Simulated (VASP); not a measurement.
# Cs in VASP: further runs

Runs on Cs. Level: PBE. Tasks: single point.

Program: VASP 6.6.1. These are calculated values, not measurements. Logs are shortened: lines on timing, memory, paths and dates and some standing lists are left out, and cuts for length are marked.

## (1) The cell of the first run

The cell holds a slab with vacuum, 3 atoms: a = 5.333 Å, b = 5.333 Å, c = 23.709 Å, α = 90.00°, β = 90.00°, γ = 109.47°.

## (2) Single point, PBE

Contents of INCAR:

```
SYSTEM = Cs
PREC = Accurate
ENCUT = 520
EDIFF = 1E-7
ISMEAR = 0
SIGMA = 0.1
LREAL = .FALSE.
LASPH = .TRUE.
NELM = 100
ALGO = Fast
ISIF = 2
LWAVE = .FALSE.
LCHARG = .FALSE.
LDIPOL = .TRUE.
IDIPOL = 3
DIPOL = 0.5 0.5 0.500
GGA = PE
NBANDS = 20
```

Contents of KPOINTS:

```
Automatic mesh
0
G
  7 7 1
  0 0 0
```

Contents of POSCAR:

```
Cs
1.0
    5.3329192166      0.0000000000      0.0000000000
   -1.7776397389      5.0279244554      0.0000000000
    0.0000000000      0.0000000000     23.7086206134
Cs
3
Direct
    0.5000000000      0.5000000000      0.3163406308
    0.0000000000      0.0000000000      0.5000000000
    0.5000000000      0.5000000000      0.6836593692
```

Potentials or basis: VASP PAW PBE potentials, release 64 (Cs_sv).

Launch:

```
$ cat potpaw_PBE.64/Cs_sv/POTCAR > POTCAR
$ mpirun -np 1 vasp_std > vasp.out
```

OUTCAR:

```text
SYSTEM = Cs
   PREC = Accurate
   ENCUT = 520
   EDIFF = 1E-7
   ISMEAR = 0
   LREAL = .FALSE.
   LASPH = .TRUE.
   NELM = 100
   ISIF = 2
   GGA = PE

 ion  position               nearest neighbor table
   1  0.500  0.500  0.316-
   2  0.000  0.000  0.500-
   3  0.500  0.500  0.684-

  LATTYP: Found a base centered orthorhombic cell.
 ALAT       =     6.1579246905
 B/A-ratio  =     1.4142135624
 C/A-ratio  =     3.8500991495

  Lattice vectors:

 A1 = (   5.3329192166,   0.0000000000,   0.0000000000)
 A2 = (  -1.7776397389,   5.0279244554,   0.0000000000)
 A3 = (   0.0000000000,   0.0000000000,  23.7086206134)

Analysis of symmetry for initial positions (statically):
=====================================================================
 Subroutine PRICEL returns:
 Original cell was already a primitive cell.

 Routine SETGRP: Setting up the symmetry group for a
 base centered orthorhombic supercell.

 Subroutine GETGRP returns: Found  8 space group operations
 (whereof  8 operations were pure point group operations)
 out of a pool of  8 trial point group operations.

The static configuration has the point symmetry D_2h.

Analysis of symmetry for dynamics (positions and initial velocities):
=====================================================================
 Subroutine PRICEL returns:
 Original cell was already a primitive cell.

 Routine SETGRP: Setting up the symmetry group for a
 base centered orthorhombic supercell.

 Subroutine GETGRP returns: Found  8 space group operations
 (whereof  8 operations were pure point group operations)
 out of a pool of  8 trial point group operations.

The dynamic configuration has the point symmetry D_2h.

 Subroutine INISYM returns: Found  8 space group operations
 (whereof  8 operations are pure point group operations),
 and found     1 'primitive' translations

----------------------------------------------------------------------------------------

                                     Primitive cell

  volume of cell :     635.7115

  direct lattice vectors                    reciprocal lattice vectors
     5.332919217  0.000000000  0.000000000     0.187514560  0.066296408  0.000000000
    -1.777639739  5.027924455  0.000000000     0.000000000  0.198889225  0.000000000
[... 80 lines left out ...]
   EDIFFG = 0.1E-05   stopping-criterion for IOM
   NSW    =      0    number of steps for IOM
   IBRION =     -1    ionic relax: 0-MD 1-quasi-New 2-CG
   NFREE  =      0    steps in history (QN), initial steepest desc. (CG)
   ISIF   =      2    stress and relaxation
   ISYM   =      2    0-nonsym 1-usesym 2-fastsym
   POTIM  = 0.5000    time-step for ionic-motion
   TEBEG  =    0.0;   TEEND  =   0.0 temperature during run
   PSTRESS=    0.0 pullay stress
   NELECT =      27.0000    total number of electrons
   NUPDOWN=      -1.0000    fix difference up-down
   EMIN   =  10.00;   EMAX   =-10.00  energy-range for DOS
   EFERMI =   0.00;   METHOD = LEGACY
   ISMEAR =     0;   SIGMA  =   0.10  broadening in eV -4-tet -1-fermi 0-gaus
   EFERMI_NEDOS =   21; number of points for ismear=-14 and -15
   IALGO  =     68    algorithm
   IMIX   =      4    mixing-type and parameters
     AMIX     =   0.40;   BMIX     =  1.00
     AMIX_MAG =   1.60;   BMIX_MAG =  1.00
  volume/ion in A,a.u.               =     211.90      1430.00
  Fermi-wavevector in a.u.,A,eV,Ry     =   0.571184  1.079381  4.438917  0.326251
  Thomas-Fermi vector in A             =   1.611543
   LORBIT       =      0    0 simple, 1 ext, 2 COOP (PROOUT), +10 PAW based schemes
   GGA     = PE    functional components
   LHFCALC =     F    Hartree Fock is set to
   AEXX    =    0.0000 exact exchange contribution
   IVDW    =     0    specifies the selected vdW correction
   LEPSILON=     F    determine dielectric tensor
   LRPA    =     F    only Hartree local field effects (RPA)
 non-spin polarized calculation
 RMM-DIIS sequential band-by-band and
 Gauss-broadening in eV      SIGMA  =   0.10
  energy-cutoff  :      520.00
  volume of cell :      635.71
 maximum number of plane-waves:     17192
   NGX = 19   NGY = 19   NGZ = 89

 dipolmoment           0.000000      0.000000     -0.000000 electrons x Angstroem

 number of electron      27.0000000 magnetization

 dipolmoment           0.000000      0.000000      0.000000 electrons x Angstroem

 Free energy of the ion-electron system (eV)
  ---------------------------------------------------
  ext. energy  EPLUGINS =         0.00000000
  ---------------------------------------------------
  free energy    TOTEN  =        -2.35348481 eV

  energy without entropy =       -2.33204576  energy(sigma->0) =       -2.34276529

 E-fermi :  -0.6204     XC(G=0):  -3.4660

 val. band max:       -0.6233819814   @ k =   0.1429   0.1429   0.0000
 cond. band min:      -0.6148313520   @ k =  -0.4286   0.4286   0.0000
 fundamental gap:      0.0085506294
 Fermi energy:        -0.6203872136

 k-point     1 :       0.0000    0.0000    0.0000
  band No.  band energies     occupation
      1     -24.6754      2.00000
      2     -24.6753      2.00000
      3     -24.4744      2.00000
      4     -11.5122      2.00000
      5     -11.5040      2.00000
      6     -11.4297      2.00000
[... 357 lines left out ...]
     19       0.6912      0.00000
     20       1.1923      0.00000

------------------------ aborting loop because EDIFF is reached ----------------------------------------

 vacuum level on the upper side and lower side of the slab       (xc-potential included)        -0.494        -0.494

  FORCE on cell =-STRESS in cart. coord.  units (eV):
  Direction    XX          YY          ZZ          XY          YZ          ZX
  --------------------------------------------------------------------------------------
  -------------------------------------------------------------------------------------
  Total       -0.1115843     -0.1547980     -0.0763412     -0.0611134      0.0000000      0.0000000
  in kB       -0.2812248     -0.3901358     -0.1924020     -0.1540235      0.0000000      0.0000000
  external PRESSURE =      -0.2879209 kB  Pullay stress =       0.0000000 kB

 VOLUME and BASIS-vectors are now :
 -----------------------------------------------------------------------------
  energy-cutoff  :      520.00
  volume of cell :      635.71
      direct lattice vectors                 reciprocal lattice vectors
     5.332919217  0.000000000  0.000000000     0.187514560  0.066296408  0.000000000
    -1.777639739  5.027924455  0.000000000     0.000000000  0.198889225  0.000000000
     0.000000000  0.000000000 23.708620613     0.000000000  0.000000000  0.042178751

 POSITION                                       TOTAL-FORCE (eV/Angst)
 -----------------------------------------------------------------------------------
      1.77764      2.51396      7.50000        -0.000000      0.000000      0.007151
      0.00000      0.00000     11.85431         0.000000      0.000000      0.000000
      1.77764      2.51396     16.20862         0.000000      0.000000     -0.007151
 -----------------------------------------------------------------------------------
    total drift:                                0.000000      0.000000      0.000000

  FREE ENERGIE OF THE ION-ELECTRON SYSTEM (eV)
  ---------------------------------------------------
  free  energy   TOTEN  =        -2.3534848138 eV

  energy  without entropy=       -2.3320457565  energy(sigma->0) =       -2.34276529

 vacuum level on the upper side and lower side of the slab         0.950         0.950
```

It took 4.8 min on 1 thread of Intel Xeon Platinum 8488C (Sapphire Rapids), shared host; peak memory 0.63 GiB.

What came out:

* Free energy: -2.3535 eV
* Largest force: 0.007 eV/Å
* Band gap on the k mesh: zero (an odd number of electrons rules out a gap without spin polarisation)

Forces in eV/Å, atoms in the order of the input:
```
Cs   0.000  0.000  0.007
Cs   0.000  0.000  0.000
Cs   0.000  0.000 -0.007
```

Levels at points of the mesh, in eV from the Fermi level:
```csv
k point,band 11,band 12,band 13,band 14,band 15,band 16,band 17,band 18
"(0.00, 0.00, 0.00)",-10.63,-10.61,-1.52,-1.08,-0.41,0.72,0.88,1.51
```

Caveat: spin-orbit coupling is left out, which moves the levels of the heavy elements.

## (3) Single point, PBE

Contents of INCAR:

```
PREC = Accurate
ENCUT = 520
EDIFF = 1E-6
ISMEAR = 0
SIGMA = 0.1
LREAL = F
LASPH = T
NELM = 60
ALGO = Fast
ISIF = 2
LWAVE = F
LCHARG = F
LDIPOL = T
IDIPOL = 3
DIPOL = 0.5 0.5 0.500
GGA = PE
NBANDS = 20
```

Contents of KPOINTS:

```
regular mesh
0
Gamma
  7 7 1
```

POSCAR is that of step 2.

Potentials or basis: VASP PAW PBE potentials, release 64 (Cs_sv).

Launch:

```
$ cat potpaw_PBE.64/Cs_sv/POTCAR > POTCAR
$ mpirun -np 1 vasp_std > vasp.out
```

Wall time 3.7 min (1 thread of Intel Xeon Platinum 8488C (Sapphire Rapids), shared host); peak memory 0.61 GiB.

It converged, with:

| Property | Result |
| --- | --- |
| Free energy | -2.3535 eV |
| Band gap on the k mesh | zero (an odd number of electrons rules out a gap without spin polarisation) |

Levels at points of the mesh, in eV from the Fermi level:
```tsv
k point	band 10	band 11	band 12	band 13	band 14	band 15	band 16	band 17	band 18	band 19
(0.00, 0.00, 0.00)	-10.65	-10.62	-10.61	-1.52	-1.08	-0.41	0.72	0.88	1.50	1.68
```

Caveat: spin-orbit coupling is left out, which moves the levels of the heavy elements.
